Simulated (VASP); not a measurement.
Here is a VASP 6.6.1 calculation.

File INCAR:

```
SYSTEM = SiC
ALGO = Normal ; EDIFF = 1E-6
ENCUT = 520 ; GGA = PE
ISIF = 2 ; ISMEAR = 0
LASPH = .True. ; LCHARG = .False.
LREAL = .False. ; LWAVE = .False.
NBANDS = 16 ; NELM = 80
PREC = Accurate ; SIGMA = 0.05
```

KPOINTS

```
k-points
0
Gamma
  6 6 4
  0 0 0
```

The input POSCAR:

```
SiC
1.0
    3.0759982064      0.0000000000      0.0000000000
   -1.5379991032      2.6638925888      0.0000000000
    0.0000000000      0.0000000000      5.0480000000
Si C
2 2
Direct
    0.2608134554      0.6135784315     -0.0396196513
    0.6666666667      0.3333333333      0.5000000000
    0.3333333333      0.6666666667      0.3850000000
    0.6666666667      0.3333333333      0.8850000000
```

Potentials or basis: VASP PAW PBE potentials, release 64 (Si, C).

Command:

```console
$ cat potpaw_PBE.64/Si/POTCAR potpaw_PBE.64/C/POTCAR > POTCAR
$ mpirun -np 1 vasp_std > vasp.out
```

(1) What does it give for the largest force?

(2) Estimate the band gap on the k mesh.

(3) What does it give for the pressure?

## Answers

(1) 8.537 eV/Å.

(2) 1.62 eV, indirect (least direct gap 3.69 eV).

(3) 10.6 GPa.

Caveat: the cell differs from its parent crystal (atom 1 (Si) moved by (-0.200, -0.200) A along [1 1 0] and z); forces of over 1 eV/Å act on the atoms, so gaps and moduli don't describe the material at rest.
